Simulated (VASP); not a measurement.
# Mg3PN (Pm-3m) in VASP: settings compared

Aim: see how the results for Mg3PN move with the level of theory and the settings. Levels: PBEsol, r2SCAN. Tasks: vibrations by perturbation theory, dielectric tensor.

All numbers are computed with VASP 6.6.1; they aren't measurements. Logs are shortened: lines on timing, memory, paths and dates and some standing lists are left out, and cuts for length are marked.

## (1) The cell of the first run

It takes space group Pm-3m (No. 221, cubic). Conventional cell: a = 4.152 Å, b = 4.152 Å, c = 4.152 Å, α = 90.00°, β = 90.00°, γ = 90.00°. P (site symmetry m-3m) has 12 Mg at 2.94 Å and 8 N at 3.60 Å within 3.9 Å. Within 2.7 Å of N (site symmetry m-3m) lie 6 Mg at 2.08 Å. Within 2.7 Å of Mg (site symmetry 4/mmm) lie 2 N at 2.08 Å.

## (2) Vibrations by perturbation theory, PBEsol

The input, INCAR:

```
PREC = Accurate
ENCUT = 520
EDIFF = 1E-8
ISMEAR = 0
SIGMA = 0.01
LREAL = False
LASPH = True
NELM = 60
ALGO = Normal
ISIF = 2
LWAVE = False
LCHARG = True
GGA = PS
IBRION = 8
NSW = 1
LEPSILON = True
```

The input, KPOINTS:

```
Automatic mesh
0
Gamma
  6 6 6
```

The input, POSCAR:

```
Mg3PN
1.0
    4.1522919878      0.0000000000      0.0000000000
    0.0000000000      4.1522919878      0.0000000000
    0.0000000000      0.0000000000      4.1522919878
P N Mg
1 1 3
Direct
    0.0000000000      0.0000000000      0.0000000000
    0.5000000000      0.5000000000      0.5000000000
    0.5000000000      0.5000000000      0.0000000000
    0.5000000000      0.0000000000      0.5000000000
    0.0000000000      0.5000000000      0.5000000000
```

Potentials or basis: VASP PAW PBE potentials, release 64 (P, N, Mg).

Started as:

```bash
cat potpaw_PBE.64/P/POTCAR potpaw_PBE.64/N/POTCAR potpaw_PBE.64/Mg/POTCAR > POTCAR
mpirun -np 1 vasp_std > vasp.out
```

OUTCAR:

```text
PREC = Accurate
   ENCUT = 520
   EDIFF = 1E-8
   ISMEAR = 0
   LREAL = False
   LASPH = True
   NELM = 60
   ISIF = 2
   GGA = PS
   IBRION = 8
   NSW = 1
   LEPSILON = True

 ion  position               nearest neighbor table
   1  0.000  0.000  0.000-   3 2.94   4 2.94   5 2.94   4 2.94   5 2.94   3 2.94   5 2.94   5 2.94
                             3 2.94   4 2.94   4 2.94   3 2.94
   2  0.500  0.500  0.500-   3 2.08   4 2.08   5 2.08   3 2.08   4 2.08   5 2.08
   3  0.500  0.500  0.000-   2 2.08   2 2.08   4 2.94   5 2.94   1 2.94   4 2.94   5 2.94   1 2.94
                             4 2.94   4 2.94   1 2.94   5 2.94   5 2.94   1 2.94
   4  0.500  0.000  0.500-   2 2.08   2 2.08   3 2.94   5 2.94   1 2.94   3 2.94   1 2.94   3 2.94
                             5 2.94   3 2.94   1 2.94   5 2.94   1 2.94   5 2.94
   5  0.000  0.500  0.500-   2 2.08   2 2.08   3 2.94   4 2.94   1 2.94   3 2.94   1 2.94   4 2.94
                             1 2.94   1 2.94   3 2.94   4 2.94   3 2.94   4 2.94

  LATTYP: Found a simple cubic cell.
 ALAT       =     4.1522919878

  Lattice vectors:

 A1 = (   4.1522919878,   0.0000000000,   0.0000000000)
 A2 = (   0.0000000000,   4.1522919878,   0.0000000000)
 A3 = (   0.0000000000,   0.0000000000,   4.1522919878)

Analysis of symmetry for initial positions (statically):
=====================================================================
 Subroutine PRICEL returns:
 Original cell was already a primitive cell.

 Routine SETGRP: Setting up the symmetry group for a
 simple cubic supercell.

 Subroutine GETGRP returns: Found 48 space group operations
 (whereof 48 operations were pure point group operations)
 out of a pool of 48 trial point group operations.

The static configuration has the point symmetry O_h .

Analysis of symmetry for dynamics (positions and initial velocities):
=====================================================================
 Subroutine PRICEL returns:
 Original cell was already a primitive cell.

 Routine SETGRP: Setting up the symmetry group for a
 simple cubic supercell.

 Subroutine GETGRP returns: Found 48 space group operations
 (whereof 48 operations were pure point group operations)
 out of a pool of 48 trial point group operations.

The dynamic configuration has the point symmetry O_h .

 Subroutine INISYM returns: Found 48 space group operations
 (whereof 48 operations are pure point group operations),
 and found     1 'primitive' translations

----------------------------------------------------------------------------------------

                                     Primitive cell

  volume of cell :      71.5919

  direct lattice vectors                    reciprocal lattice vectors
     4.152291988  0.000000000  0.000000000     0.240830848  0.000000000  0.000000000
     0.000000000  4.152291988  0.000000000     0.000000000  0.240830848  0.000000000
     0.000000000  0.000000000  4.152291988     0.000000000  0.000000000  0.240830848

  length of vectors
     4.152291988  4.152291988  4.152291988     0.240830848  0.240830848  0.240830848

  position of ions in fractional coordinates (direct lattice)
     0.000000000  0.000000000  0.000000000
     0.500000000  0.500000000  0.500000000
     0.500000000  0.500000000  0.000000000
     0.500000000  0.000000000  0.500000000
     0.000000000  0.500000000  0.500000000

  ion indices of the primitive-cell ions
   primitive index   ion index
                 1           1
                 2           2
                 3           3
                 4           4
                 5           5

----------------------------------------------------------------------------------------

 KPOINTS: Automatic mesh

Automatic generation of k-mesh.
 Grid dimensions read from file:
 generate k-points for:    6    6    6

 Generating k-lattice:

  Cartesian coordinates                     Fractional coordinates (reciprocal lattice)
     0.040138475  0.000000000  0.000000000     0.166666667  0.000000000  0.000000000
[... 469 lines left out ...]
    -0.00022  0.00000  0.00000
     0.00000 -0.00022 -0.00000
     0.00000  0.00000 -0.00023

[... ionic steps 4 to 9 ...]

--------------------------------------- Ionic step       10  -------------------------------------------

------------------------ aborting loop because EDIFF is reached ----------------------------------------

[... ionic steps 11 to 11 ...]

--------------------------------------- Ionic step       12  -------------------------------------------

 Free energy of the ion-electron system (eV)
  ---------------------------------------------------
  ---------------------------------------------------
  free energy    TOTEN  =        -0.00375537 eV

  energy without entropy =       -0.00375537

------------------------ aborting loop because EDIFF is reached ----------------------------------------

 INTERNAL STRAIN TENSOR  FOR ION    3  DIRECTION 3   (eV/Angst):
 -----------------------------------------------------------------------------
    -0.00063  0.00000  0.00000
     0.00000 -0.00063 -0.00000
     0.00000 -0.00000 -0.00057

 MACROSCOPIC STATIC DIELECTRIC TENSOR (including local field effects in DFT)
 ------------------------------------------------------
           9.892575     0.000000    -0.000000
           0.000000     9.892575    -0.000000
           0.000000     0.000000     9.892575
 ------------------------------------------------------

 PIEZOELECTRIC TENSOR (including local field effects)  for field in x, y, z        (e  Angst)
          XX          YY          ZZ          XY          YZ          ZX
  --------------------------------------------------------------------------------
  x     0.00000     0.00000     0.00000     0.00000     0.00000     0.00000
  y     0.00000     0.00000     0.00000     0.00000     0.00000     0.00000
  z     0.00000     0.00000     0.00000     0.00000     0.00000     0.00000

 PIEZOELECTRIC TENSOR (including local field effects)  for field in x, y, z        (C/m^2)
          XX          YY          ZZ          XY          YZ          ZX
  --------------------------------------------------------------------------------
  x     0.00000     0.00000     0.00000     0.00000     0.00000     0.00000
  y     0.00000     0.00000     0.00000     0.00000     0.00000     0.00000
  z     0.00000     0.00000     0.00000     0.00000     0.00000     0.00000

 BORN EFFECTIVE CHARGES (including local field effects) (in |e|, cummulative output)
 ---------------------------------------------------------------------------------
 ion    1
    1    -3.63522    -0.00000    -0.00000
    2     0.00000    -3.63522    -0.00000
    3    -0.00000    -0.00000    -3.63522
 ion    2
    1    -3.34479     0.00000    -0.00000
    2     0.00000    -3.34479     0.00000
    3    -0.00000    -0.00000    -3.34479
 ion    3
    1     2.64503    -0.00000    -0.00000
    2     0.00000     2.64503    -0.00000
    3     0.00000     0.00000     1.68994
 ion    4
    1     2.64503     0.00000     0.00000
    2    -0.00000     1.68994    -0.00000
    3     0.00000    -0.00000     2.64503
 ion    5
    1     1.68994     0.00000    -0.00000
    2     0.00000     2.64503    -0.00000
    3    -0.00000     0.00000     2.64503

 INTERNAL STRAIN TENSOR FOR ION    5 for displacements in x,y,z  (eV/Angst):
          X           Y           Z          XY          YZ          ZX
  --------------------------------------------------------------------------------
  x     0.00000     0.00000     0.00000     0.00000     0.00000     0.00000
  y     0.00000     0.00000     0.00000     0.00000     0.00000     0.00000
  z     0.00000     0.00000     0.00000     0.00000     0.00000     0.00000

 SECOND DERIVATIVES (NOT SYMMETRIZED)
 ------------------------------------
               1X          1Y          1Z          2X          2Y          2Z          3X          3Y          3Z          4X          4Y          4Z          5X          5Y          5Z
  1X    -3.014504   -0.000000    0.000000    2.701965   -0.000000    0.000000   -0.215520    0.000000    0.000000   -0.215520    0.000000   -0.000000    0.743579    0.000000   -0.000000
  1Y    -0.000000   -3.014504    0.000000   -0.000000    2.701965    0.000000    0.000000   -0.215520    0.000000   -0.000000    0.743579   -0.000000    0.000000   -0.215520   -0.000000
  1Z    -0.000000    0.000000   -3.014504   -0.000000   -0.000000    2.701965   -0.000000   -0.000000    0.743579    0.000000    0.000000   -0.215520    0.000000    0.000000   -0.215520
  2X     2.697001   -0.000000    0.000000  -13.191943   -0.000000   -0.000000    0.763029   -0.000000    0.000000    0.763029    0.000000    0.000000    8.968884    0.000000    0.000000
  2Y    -0.000000    2.697001    0.000000   -0.000000  -13.191943   -0.000000    0.000000    0.763029    0.000000    0.000000    8.968884    0.000000    0.000000    0.763029    0.000000
  2Z     0.000000    0.000000    2.697001    0.000000   -0.000000  -13.191943    0.000000    0.000000    8.968884    0.000000    0.000000    0.763029    0.000000    0.000000    0.763029
  3X    -0.216944    0.000000    0.000000    0.766844    0.000000    0.000000   -2.753450    0.000000    0.000000   -0.548791    0.000000    0.000000    2.752341    0.000000    0.000000
  3Y     0.000000   -0.216944    0.000000    0.000000    0.766844    0.000000    0.000000   -2.753450    0.000000    0.000000    2.752341    0.000000    0.000000   -0.548791    0.000000
  3Z    -0.000000   -0.000000    0.741873   -0.000000   -0.000000    8.972934    0.000000    0.000000  -15.219237   -0.000000    0.000000    2.752215    0.000000    0.000000    2.752215
  4X    -0.216944    0.000000    0.000000    0.766844    0.000000    0.000000   -0.548791    0.000000    0.000000   -2.753450    0.000000    0.000000    2.752341    0.000000    0.000000
  4Y    -0.000000    0.741873   -0.000000   -0.000000    8.972934   -0.000000   -0.000000    2.752215    0.000000    0.000000  -15.219237   -0.000000   -0.000000    2.752215   -0.000000
  4Z     0.000000    0.000000   -0.216944    0.000000    0.000000    0.766844    0.000000    0.000000    2.752341    0.000000    0.000000   -2.753450    0.000000    0.000000   -0.548791
  5X     0.741873   -0.000000   -0.000000    8.972934   -0.000000   -0.000000    2.752215   -0.000000   -0.000000    2.752215   -0.000000   -0.000000  -15.219237    0.000000    0.000000
  5Y     0.000000   -0.216944    0.000000    0.000000    0.766844    0.000000    0.000000   -0.548791    0.000000    0.000000    2.752341    0.000000    0.000000   -2.753450    0.000000
  5Z     0.000000    0.000000   -0.216944    0.000000    0.000000    0.766844    0.000000    0.000000    2.752341    0.000000    0.000000   -0.548791    0.000000    0.000000   -2.753450

 Eigenvectors and eigenvalues of the dynamical matrix
 ----------------------------------------------------

   1 f  =   17.851363 THz   112.163422 2PiTHz  595.457377 cm-1    73.827272 meV
             X         Y         Z           dx          dy          dz
      0.000000  0.000000  0.000000     0.000000    0.000000    0.073178
      2.076146  2.076146  2.076146    -0.000000    0.000000   -0.806677
      2.076146  2.076146  0.000000    -0.000000    0.000000    0.585145
      2.076146  0.000000  2.076146    -0.000000   -0.000000   -0.027597
      0.000000  2.076146  2.076146     0.000000    0.000000   -0.027597
[... 105 lines left out ...]
  15 f/i=    0.004404 THz     0.027674 2PiTHz    0.146916 cm-1     0.018215 meV
             X         Y         Z           dx          dy          dz
      0.000000  0.000000  0.000000    -0.502018   -0.100452   -0.013113
      2.076146  2.076146  2.076146    -0.338056   -0.067644   -0.008831
      2.076146  2.076146  0.000000    -0.445152   -0.089073   -0.011631
      2.076146  0.000000  2.076146    -0.445152   -0.089093   -0.011628
      0.000000  2.076146  2.076146    -0.445250   -0.089073   -0.011628

--------------------------------------------------------------------------------------------------------

 MACROSCOPIC STATIC DIELECTRIC TENSOR IONIC CONTRIBUTION
 ------------------------------------------------------
          31.585697     0.000000    -0.000000
           0.000000    31.585697     0.000000
          -0.000000     0.000000    31.585697
 ------------------------------------------------------

 ELASTIC MODULI CONTR FROM IONIC RELAXATION (kBar)
 Direction    XX          YY          ZZ          XY          YZ          ZX
 --------------------------------------------------------------------------------
 XX           0.0000      0.0000      0.0000      0.0000      0.0000      0.0000
 YY           0.0000      0.0000      0.0000      0.0000      0.0000      0.0000
 ZZ           0.0000      0.0000      0.0000      0.0000      0.0000      0.0000
 XY           0.0000      0.0000      0.0000      0.0000      0.0000      0.0000
 YZ           0.0000      0.0000      0.0000      0.0000      0.0000      0.0000
 ZX           0.0000      0.0000      0.0000      0.0000      0.0000      0.0000
 --------------------------------------------------------------------------------

 PIEZOELECTRIC TENSOR IONIC CONTR  for field in x, y, z        (C/m^2)
          XX          YY          ZZ          XY          YZ          ZX
  --------------------------------------------------------------------------------
  x     0.00000     0.00000     0.00000     0.00000     0.00000     0.00000
  y     0.00000     0.00000     0.00000     0.00000     0.00000     0.00000
  z     0.00000     0.00000     0.00000     0.00000     0.00000     0.00000
```

Run time: 8.2 min. Hardware: 1 thread of AMD EPYC 7R43 (Zen 3), shared host; peak memory 0.31 GiB.

What came out:

| Quantity | Value |
| --- | --- |
| Electronic dielectric tensor (diagonal) | 9.89 |
| Born charges (mean of the diagonal) | P -3.64; N -3.34; Mg +2.33 e |
| Highest phonon frequency at Γ | 595 cm⁻¹ |

Phonon frequencies in cm⁻¹ (negative: imaginary):
```tsv
q point	frequencies
(0.000, 0.000, 0.000)	0 0 0 157 157 157 157 157 157 333 333 333 595 595 595
```

Electronic dielectric tensor:
```
9.89 0.00 0.00
0.00 9.89 0.00
0.00 0.00 9.89
```

Born effective charge tensors (e):
atom 1, P
```
-3.64  0.00  0.00
 0.00 -3.64  0.00
 0.00  0.00 -3.64
```
atom 2, N
```
-3.34  0.00  0.00
 0.00 -3.34  0.00
 0.00  0.00 -3.34
```
atom 3, Mg
```
2.65 0.00 0.00
0.00 2.65 0.00
0.00 0.00 1.69
```
atom 4, Mg
```
2.65 0.00 0.00
0.00 1.69 0.00
0.00 0.00 2.65
```
atom 5, Mg
```
1.69 0.00 0.00
0.00 2.65 0.00
0.00 0.00 2.65
```

(Part 1 of 2 ends here.)
